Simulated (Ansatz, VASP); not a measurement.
# PbS in VASP and in Ansatz

File POSCAR:

```
PbS
1.0
    0.0000000000      2.9657500000      2.9657500000
    2.9657500000      0.0000000000      2.9657500000
    2.9657500000      2.9657500000      0.0000000000
Pb S
1 1
Direct
    0.0000000000      0.0000000000      0.0000000000
    0.5000000000      0.5000000000      0.5000000000
```

File INCAR.step1:

```
SYSTEM = PbS
PREC = Accurate ; ENCUT = 520
EDIFF = 1E-5 ; ISMEAR = -1
SIGMA = 0.05 ; LREAL = .FALSE.
LASPH = .TRUE. ; NELM = 60
ALGO = Normal ; ISIF = 2
LWAVE = .TRUE. ; LCHARG = .FALSE.
NBANDS = 17 ; GGA = PE
```

INCAR.step2

```
SYSTEM = PbS
PREC = Accurate ; ENCUT = 520
EDIFF = 1E-6 ; ISMEAR = -1
SIGMA = 0.05 ; LREAL = .FALSE.
LASPH = .TRUE. ; NELM = 60
ALGO = Normal ; ISIF = 2
LWAVE = .FALSE. ; LCHARG = .FALSE.
METAGGA = R2SCAN ; LHFCALC = .TRUE.
AEXX = 0.35 ; LMIXTAU = .TRUE.
PRECFOCK = Normal ; NBANDS = 17
ISTART = 1
```

The input KPOINTS:

```
regular mesh
0
G
  5 5 5
  0 0 0
```

File input.yaml:

```yaml
crystal:
  lattice:
    - [0.0, 2.96575, 2.96575]
    - [2.96575, 0.0, 2.96575]
    - [2.96575, 2.96575, 0.0]
  atoms:
    - { symbol: Pb, position: [0.0, 0.0, 0.0] }
    - { symbol: S, position: [0.5, 0.5, 0.5] }
hamiltonian:
  xc: { exchange: r2scan, correlation: r2scan, exx: { coeff: 0.35 } }
  pseudopotentials: { kind: paw }
kpoints:
  mp_grid: { grid: [5, 5, 5] }
scf:
  occupations: { method: fermi_dirac, width: 0.05 }
output:
  forces: true
  stress: true
  eigenvalues: true
```

Alike in both runs: task single point; functional r2SCAN-based global hybrid with a share of 0.35 of exact exchange; k mesh 5 × 5 × 5; occupations fermi-dirac, width 0.05 eV; no spin polarisation.

|  | VASP | Ansatz |
| --- | --- | --- |
| version | VASP 6.6.1 | Ansatz 0.2.0 |
| potentials or method | VASP PAW PBE potentials, release 64 (Pb_d, S) | Ansatz PAW |
| plane-wave cutoff (eV) | 520 | 500 |
| valence electrons in the cell | 20 | 20 |

Ansatz gave:

```
pressure (GPa) : 0.6
```

**Question.** What did VASP give for the same quantities?

**Answer.** Pressure (GPa): 0.4.

VASP's potentials were made for PBE, not for r2SCAN-based global hybrid. The functional is the same, so the differences come from potentials, cutoffs and numerics.

Neither program's run includes spin-orbit coupling.
